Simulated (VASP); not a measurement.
# Nb2MoN3 (P-62m) in VASP: further runs

Nb2MoN3 is run at these levels: PBE; tasks: single point.

Everything below comes from runs of VASP 6.6.1. Logs are shortened: lines on timing, memory, paths and dates and some standing lists are left out, and cuts for length are marked.

## (1) The cell of the first run

It takes space group P-62m (No. 189, hexagonal). Conventional cell: a = 4.854 Å, b = 4.854 Å, c = 2.763 Å, α = 90.00°, β = 90.00°, γ = 120.00°. Nb (site symmetry -6) has 6 N at 2.13 Å and 5 Nb at 2.76 to 2.80 Å and 3 Mo at 2.80 Å within 2.9 Å. Mo (site symmetry -62m) has 6 N at 2.12 Å and 2 Mo at 2.76 Å and 6 Nb at 2.80 Å within 2.9 Å. N (site symmetry m2m) has 2 Mo at 2.12 Å and 4 Nb at 2.13 Å and 8 N at 2.76 to 2.81 Å within 2.9 Å.

## (2) Single point, PBE (9.39 Å³/atom)

The input, INCAR:

```
ALGO     = Normal         # electronic algorithm
EDIFF    = 1E-6           # SCF threshold, eV
ENCUT    = 600            # plane-wave cutoff, eV
GGA      = PE             # functional
GGA_COMPAT= False        
ISIF     = 2              # what is computed and relaxed
ISMEAR   = 0              # smearing method
LASPH    = True           # aspherical terms in the spheres
LCHARG   = True           # write CHGCAR
LELF     = True           # ELF
LREAL    = False          # projectors in reciprocal space
LVHAR    = True         
LWAVE    = False          # write WAVECAR
NBANDS   = 36             # bands
NELM     = 120            # most SCF steps
PREC     = Accurate       # precision mode
SIGMA    = 0.1            # smearing width, eV
```

The input, KPOINTS:

```
k-points
0
Gamma
  6 6 10
```

The input, POSCAR:

```
Nb2MoN3
1.0
    4.8535444311      0.0000000000      0.0000000000
   -2.4267722156      4.2032927757      0.0000000000
    0.0000000000      0.0000000000      2.7630402658
Nb Mo N
2 1 3
Direct
    0.3333333333      0.6666666667      0.0000000000
    0.6666666667      0.3333333333      0.0000000000
    0.0000000000      0.0000000000      0.0000000000
    0.3308236055      0.0000000000      0.5000000000
    0.6691763945      0.6691763945      0.5000000000
    0.0000000000      0.3308236055      0.5000000000
```

Potentials or basis: VASP PAW PBE potentials, release 64 (Nb_sv, Mo_sv, N).

Command:

```
$ cat potpaw_PBE.64/Nb_sv/POTCAR potpaw_PBE.64/Mo_sv/POTCAR potpaw_PBE.64/N/POTCAR > POTCAR
$ mpirun -np 1 vasp_std > vasp.out
```

OUTCAR:

```text
EDIFF = 1E-6
   ENCUT = 600
   GGA = PE
   ISIF = 2
   ISMEAR = 0
   LASPH = True
   LREAL = False
   NELM = 120
   PREC = Accurate

 ion  position               nearest neighbor table
   1  0.333  0.667  0.000-   4 2.13   4 2.13   6 2.13   6 2.13   5 2.13   5 2.13   2 2.80   2 2.80
                             3 2.80   3 2.80   3 2.80   2 2.80
   2  0.667  0.333  0.000-   6 2.13   6 2.13   4 2.13   4 2.13   5 2.13   5 2.13   1 2.80   1 2.80
                             3 2.80   3 2.80   3 2.80   1 2.80
   3  0.000  0.000  0.000-   5 2.12   5 2.12   6 2.12   6 2.12   4 2.12   4 2.12   1 2.80   2 2.80
                             1 2.80   2 2.80   2 2.80   1 2.80
   4  0.331  0.000  0.500-   3 2.12   3 2.12   1 2.13   1 2.13   2 2.13   2 2.13
   5  0.669  0.669  0.500-   3 2.12   3 2.12   2 2.13   2 2.13   1 2.13   1 2.13
   6  0.000  0.331  0.500-   3 2.12   3 2.12   2 2.13   2 2.13   1 2.13   1 2.13

  LATTYP: Found a hexagonal cell.
 ALAT       =     4.8535444311
 C/A-ratio  =     0.5692829859

  Lattice vectors:

 A1 = (   4.8535444311,   0.0000000000,   0.0000000000)
 A2 = (  -2.4267722156,   4.2032927757,   0.0000000000)
 A3 = (   0.0000000000,   0.0000000000,   2.7630402658)

Analysis of symmetry for initial positions (statically):
=====================================================================
 Subroutine PRICEL returns:
 Original cell was already a primitive cell.

 Routine SETGRP: Setting up the symmetry group for a
 hexagonal supercell.

 Subroutine GETGRP returns: Found 12 space group operations
 (whereof 12 operations were pure point group operations)
 out of a pool of 24 trial point group operations.

The static configuration has the point symmetry D_3h.

Analysis of symmetry for dynamics (positions and initial velocities):
=====================================================================
 Subroutine PRICEL returns:
 Original cell was already a primitive cell.

 Routine SETGRP: Setting up the symmetry group for a
 hexagonal supercell.

 Subroutine GETGRP returns: Found 12 space group operations
 (whereof 12 operations were pure point group operations)
 out of a pool of 24 trial point group operations.

The dynamic configuration has the point symmetry D_3h.

 Subroutine INISYM returns: Found 12 space group operations
 (whereof 12 operations are pure point group operations),
 and found     1 'primitive' translations

----------------------------------------------------------------------------------------

                                     Primitive cell

  volume of cell :      56.3684

  direct lattice vectors                    reciprocal lattice vectors
     4.853544431  0.000000000  0.000000000     0.206034994  0.118954360  0.000000000
    -2.426772216  4.203292776  0.000000000     0.000000000  0.237908719  0.000000000
     0.000000000  0.000000000  2.763040266     0.000000000  0.000000000  0.361920169

  length of vectors
     4.853544431  4.853544431  2.763040266     0.237908719  0.237908719  0.361920169

  position of ions in fractional coordinates (direct lattice)
     0.333333333  0.666666667  0.000000000
     0.666666667  0.333333333  0.000000000
     0.000000000  0.000000000  0.000000000
     0.330823606  0.000000000  0.500000000
     0.669176394  0.669176394  0.500000000
     0.000000000  0.330823606  0.500000000

  ion indices of the primitive-cell ions
   primitive index   ion index
                 1           1
                 2           2
                 3           3
                 4           4
                 5           5
                 6           6

----------------------------------------------------------------------------------------

 KPOINTS: k-points

Automatic generation of k-mesh.
 Grid dimensions read from file:
 generate k-points for:    6    6   10

 Generating k-lattice:

  Cartesian coordinates                     Fractional coordinates (reciprocal lattice)
     0.034339166  0.019825727  0.000000000     0.166666667  0.000000000  0.000000000
     0.000000000  0.039651453  0.000000000     0.000000000  0.166666667  0.000000000
     0.000000000  0.000000000  0.036192017     0.000000000  0.000000000  0.100000000

  Length of vectors
     0.039651453  0.039651453  0.036192017

  Shift w.r.t. Gamma in fractional coordinates (k-lattice)
     0.000000000  0.000000000  0.000000000

 Subroutine IBZKPT returns following result:
 ===========================================

 Found     42 irreducible k-points:

 Following reciprocal coordinates:
            Coordinates               Weight
  0.000000  0.000000  0.000000      1.000000
  0.166667  0.000000  0.000000      6.000000
  0.333333  0.000000  0.000000      6.000000
  0.500000  0.000000  0.000000      3.000000
  0.166667  0.166667  0.000000      6.000000
  0.333333  0.166667  0.000000     12.000000
[... 16 lines left out ...]
  0.166667  0.000000  0.300000     12.000000
  0.333333  0.000000  0.300000     12.000000
 [... further k-points ...]
   k-points           NKPTS =     42   k-points in BZ     NKDIM =     42   number of bands    NBANDS=     36
   number of dos      NEDOS =    301   number of ions     NIONS =      6
   total plane-waves  NPLWV =  38400
   dimension x,y,z NGX =    40 NGY =   40 NGZ =   24
   dimension x,y,z NGXF=    80 NGYF=   80 NGZF=   48
   ions per type =               2   1   3
   NGX,Y,Z   is equivalent  to a cutoff of  13.70, 13.70, 14.44 a.u.
   NGXF,Y,Z  is equivalent  to a cutoff of  27.40, 27.40, 28.88 a.u.
 SYSTEM =  unknown system
   PREC   = accura    normal or accurate (medium, high low for compatibility)
   ISTART =      0    job   : 0-new  1-cont  2-samecut
   ICHARG =      2    charge: 1-file 2-atom 10-const
   ISPIN  =      1    spin polarized calculation?
   LNONCOLLINEAR =      F non collinear calculations
   LSORBIT =      F    spin-orbit coupling
   LASPH  =      T    aspherical Exc in radial PAW
   ENCUT  =  600.0 eV  44.10 Ry    6.64 a.u.   9.69  9.69  5.52*2*pi/ulx,y,z
   NELM   =    120;   NELMIN=  2; NELMDL= -5     # of ELM steps
   EDIFF  = 0.1E-05   stopping-criterion for ELM
   LREAL  =      F    real-space projection
   EDIFFG = 0.1E-04   stopping-criterion for IOM
   NSW    =      0    number of steps for IOM
   IBRION =     -1    ionic relax: 0-MD 1-quasi-New 2-CG
   NFREE  =      0    steps in history (QN), initial steepest desc. (CG)
   ISIF   =      2    stress and relaxation
   ISYM   =      2    0-nonsym 1-usesym 2-fastsym
   POTIM  = 0.5000    time-step for ionic-motion
   TEBEG  =    0.0;   TEEND  =   0.0 temperature during run
   PSTRESS=    0.0 pullay stress
   NELECT =      55.0000    total number of electrons
   NUPDOWN=      -1.0000    fix difference up-down
   EMIN   =  10.00;   EMAX   =-10.00  energy-range for DOS
   EFERMI =   0.00;   METHOD = LEGACY
   ISMEAR =     0;   SIGMA  =   0.10  broadening in eV -4-tet -1-fermi 0-gaus
   EFERMI_NEDOS =   21; number of points for ismear=-14 and -15
   IALGO  =     38    algorithm
   IMIX   =      4    mixing-type and parameters
     AMIX     =   0.40;   BMIX     =  1.00
     AMIX_MAG =   1.60;   BMIX_MAG =  1.00
  volume/ion in A,a.u.               =       9.39        63.40
  Fermi-wavevector in a.u.,A,eV,Ry     =   1.623742  3.068428 35.872292  2.636539
  Thomas-Fermi vector in A             =   2.717143
   LORBIT       =      0    0 simple, 1 ext, 2 COOP (PROOUT), +10 PAW based schemes
   GGA     = PE    functional components
   LHFCALC =     F    Hartree Fock is set to
   AEXX    =    0.0000 exact exchange contribution
   IVDW    =     0    specifies the selected vdW correction
   LEPSILON=     F    determine dielectric tensor
   LRPA    =     F    only Hartree local field effects (RPA)
 non-spin polarized calculation
 Gauss-broadening in eV      SIGMA  =   0.10
  energy-cutoff  :      600.00
  volume of cell :       56.37
 maximum number of plane-waves:      1907
 NGX is ok and might be reduce to    40
   NGX = 19   NGY = 19   NGZ = 11

 number of electron      54.9999998 magnetization

 Free energy of the ion-electron system (eV)
  ---------------------------------------------------
  ext. energy  EPLUGINS =         0.00000000
  ---------------------------------------------------
  free energy    TOTEN  =       -60.61033972 eV

  energy without entropy =      -60.60361117  energy(sigma->0) =      -60.60697544

 E-fermi :  15.5005     XC(G=0): -14.0887

 val. band max:       15.4613445181   @ k =   0.1667   0.1667   0.2000
 cond. band min:      15.5437008506   @ k =   0.5000   0.0000   0.2000
 fundamental gap:      0.0823563324
 Fermi energy:        15.5004562081

 k-point     1 :       0.0000    0.0000    0.0000
  band No.  band energies     occupation
      1     -46.9835      2.00000
      2     -40.5595      2.00000
      3     -40.3357      2.00000
      4     -21.2261      2.00000
      5     -21.2261      2.00000
      6     -20.8841      2.00000
[... 28 lines left out ...]
     35      18.2791      0.00000
     36      18.3403      0.00000

 k-point     2 :       0.1667    0.0000    0.0000
  band No.  band energies     occupation
      1     -46.9832      2.00000
      2     -40.5473      2.00000
      3     -40.3494      2.00000
      4     -21.2327      2.00000
      5     -21.2191      2.00000
      6     -20.8836      2.00000
[... 28 lines left out ...]
     35      18.1458      0.00000
     36      18.3892      0.00000

 k-point     3 :       0.3333    0.0000    0.0000
  band No.  band energies     occupation
      1     -46.9825      2.00000
      2     -40.5152      2.00000
      3     -40.3845      2.00000
      4     -21.2458      2.00000
      5     -21.2005      2.00000
      6     -20.8826      2.00000
[... 28 lines left out ...]
     35      18.7427      0.00000
     36      19.1663      0.00000
[... 742 lines left out ...]
 k-point    23 :       0.1667    0.0000    0.3000
  band No.  band energies     occupation
      1     -46.9107      2.00000
      2     -40.4295      2.00000
      3     -40.2397      2.00000
      4     -21.5584      2.00000
      5     -21.1219      2.00000
      6     -21.1100      2.00000
[... 28 lines left out ...]
     35      19.4092      0.00000
     36      19.9688      0.00000

 k-point    24 :       0.3333    0.0000    0.3000
  band No.  band energies     occupation
      1     -46.9101      2.00000
      2     -40.3987      2.00000
      3     -40.2733      2.00000
      4     -21.5554      2.00000
      5     -21.1329      2.00000
      6     -21.0936      2.00000
[... 28 lines left out ...]
     35      19.2830      0.00000
     36      19.9711      0.00000

 [... further k-points ...]

------------------------ aborting loop because EDIFF is reached ----------------------------------------

  FORCE on cell =-STRESS in cart. coord.  units (eV):
  Direction    XX          YY          ZZ          XY          YZ          ZX
  --------------------------------------------------------------------------------------
  -------------------------------------------------------------------------------------
  Total       19.0082622     19.0082622     19.0142273     -0.0000000      0.0000000      0.0000000
  in kB      540.2778122    540.2778122    540.4473596     -0.0000000      0.0000000      0.0000000
  external PRESSURE =     540.3343280 kB  Pullay stress =       0.0000000 kB

 VOLUME and BASIS-vectors are now :
 -----------------------------------------------------------------------------
  energy-cutoff  :      600.00
  volume of cell :       56.37
      direct lattice vectors                 reciprocal lattice vectors
     4.853544431  0.000000000  0.000000000     0.206034994  0.118954360  0.000000000
    -2.426772216  4.203292776  0.000000000     0.000000000  0.237908719  0.000000000
     0.000000000  0.000000000  2.763040266     0.000000000  0.000000000  0.361920169

 POSITION                                       TOTAL-FORCE (eV/Angst)
 -----------------------------------------------------------------------------------
     -0.00000      2.80220      0.00000        -0.000000      0.000000     -0.000000
      2.42677      1.40110      0.00000        -0.000000     -0.000000     -0.000000
      0.00000      0.00000      0.00000        -0.000000     -0.000000     -0.000000
      1.60567      0.00000      1.38152         0.042002      0.000000      0.000000
      1.62394      2.81274      1.38152        -0.021001     -0.036375      0.000000
     -0.80283      1.39055      1.38152        -0.021001      0.036375     -0.000000
 -----------------------------------------------------------------------------------
    total drift:                                0.000000      0.000000      0.000000

  FREE ENERGIE OF THE ION-ELECTRON SYSTEM (eV)
  ---------------------------------------------------
  free  energy   TOTEN  =       -60.6103397176 eV

  energy  without entropy=      -60.6036111680  energy(sigma->0) =      -60.60697544
```

Wall time 2.7 min (1 thread of Intel Xeon 8259CL, shared host); peak memory 0.25 GiB.

Results:

```yaml
Free_energy: -60.6103 eV
Pressure: 54.0 GPa
Largest_force: 0.042 eV/Å
Band_gap_on_the_k_mesh: zero (an odd number of electrons rules out a gap without spin polarisation)
```

Forces on the atoms (eV/Å):
```
Nb   0.000  0.000  0.000
Nb   0.000  0.000  0.000
Mo   0.000  0.000  0.000
N    0.042  0.000  0.000
N   -0.021 -0.036  0.000
N   -0.021  0.036  0.000
```

Caveat: the cell stands under pressure; an odd number of electrons without spin polarisation forces a metal; a magnetic or distorted state may lie lower.

(Continued in part 2 of 2.)

The gap in the log of VASP goes by the Fermi energy; the results here count the filled bands.